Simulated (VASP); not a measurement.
The system is BeS.

```
Be S
1.0
     0.00000    2.53168    2.35552
     2.53168    0.00000    2.35552
     2.53168    2.53168    0.00000
Be S
1 1
Direct
  0.00000 0.00000 0.00000
  0.25000 0.25000 0.25000
```

This cell differs from its parent crystal: epitaxial xy strain +4.0%.

Program: VASP 6.6.1. Alike in all runs: task single point; potentials or basis VASP PAW PBE potentials, release 64 (Be, S); no spin polarisation; cell as given; cutoff (eV) 520.

Problem. Order these runs on this cell by their band gap on the k mesh, lowest first.
A. level r2SCAN; k mesh 10 × 10 × 10; smearing gaussian 0.01 eV
B. level HSE06; k mesh 6 × 6 × 6; smearing gaussian 0.01 eV; grid for exact exchange (PRECFOCK) Normal; screening parameter 0.2079 1/Å
C. level PBE; k mesh 10 × 10 × 10; smearing fermi-dirac 0.02 eV

Solution. C (2.71 eV), A (3.15 eV), B (3.63 eV).

A k mesh can miss the band edges.
